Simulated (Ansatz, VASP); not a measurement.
Ba: VASP beside Ansatz

```
Ba
1.0
     3.91772    0.00000    0.00000
     0.00000    3.91772    0.00000
     0.00000    0.00000    3.91772
Ba
1
Direct
  0.00000 0.00000 0.00000
```

Alike in both runs: task single point; functional PBE; k mesh 7 × 7 × 7; occupations fermi-dirac, width 0.05 eV; no spin polarisation.

```csv
,VASP,Ansatz
version,VASP 6.6.1,Ansatz 0.2.0
potentials or method,"VASP PAW PBE potentials, release 64 (Ba_sv)",Ansatz PAW
plane-wave cutoff (eV),520,420
valence electrons in the cell,10,10
```

Ansatz gave:

| Property | Result |
| --- | --- |
| pressure (GPa) | 0.2 |

Task: Which values does VASP return?

Result: Pressure (GPa): 0.4.

Neither program's run includes spin-orbit coupling.
